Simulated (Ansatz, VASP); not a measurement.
## Co: VASP beside Ansatz

The input INCAR:

```
SYSTEM = Co
  PREC = Accurate
  ENCUT = 520
  EDIFF = 1E-6
  ISMEAR = -1
  SIGMA = 0.05
  LREAL = .False.
  LASPH = .True.
  NELM = 150
  ALGO = Normal
  ISIF = 2
  LWAVE = .False.
  LCHARG = .False.
  ISPIN = 2
  MAGMOM = 3 3
  LORBIT = 11
  LMAXMIX = 4
  GGA = PE
  NBANDS = 20
```

The input KPOINTS:

```
regular mesh
0
Gamma
  12 12 6
  0 0 0
```

File POSCAR:

```
Co
1.0
    0.0000000000      1.7993500000      1.7993500000
    1.7993500000      0.0000000000      1.7993500000
    3.5987000000      3.5987000000      0.0000000000
Co
2
Direct
    0.0000000000      0.0000000000      0.0000000000
    0.0000000000      0.0000000000      0.5000000000
```

Input for Ansatz:

```yaml
crystal:
  lattice:
    - [0.0, 1.79935, 1.79935]
    - [1.79935, 0.0, 1.79935]
    - [3.5987, 3.5987, 0.0]
  atoms:
    - { symbol: Co, position: [0.0, 0.0, 0.0], spin: 3.0 }
    - { symbol: Co, position: [0.0, 0.0, 0.5], spin: 3.0 }
magnetization:
  spin_polarized: true
hamiltonian:
  xc: pbe
  pseudopotentials: { kind: paw }
basis:
  ecutwfc: 420
kpoints:
  mp_grid: { grid: [12, 12, 6] }
scf:
  occupations: { method: fermi_dirac, width: 0.05 }
  lower_state_search: "off"
output:
  forces: true
  stress: true
```

Alike in both runs: task single point; functional PBE; k mesh 12 × 12 × 6; occupations fermi-dirac, width 0.05 eV; collinear spin.

```csv
,VASP,Ansatz
version,VASP 6.6.1,Ansatz 0.2.0
potentials or method,"VASP PAW PBE potentials, release 64 (Co), cutoff 520 eV","PAW, plane waves, scalar-relativistic"
valence electrons in the cell,18,34
```

Ansatz gave:

- pressure (GPa): -11.4
- net moment per atom (μB): 1.72
- size of the moment on the site where the two differ most (μB): 1.80

Problem. What did VASP give for the same quantities?

Solution. Pressure (GPa): -11.7; net moment per atom (μB): 1.72; size of the moment on the site where the two differ most (μB): 1.75.

Site moments also hang on the region over which each program counts them. The functional is the same, so the differences come from potentials, cutoffs and numerics. VASP's potentials hold 18 valence electrons a cell and Ansatz's 34, so a difference there can come from the potentials and not from the codes.
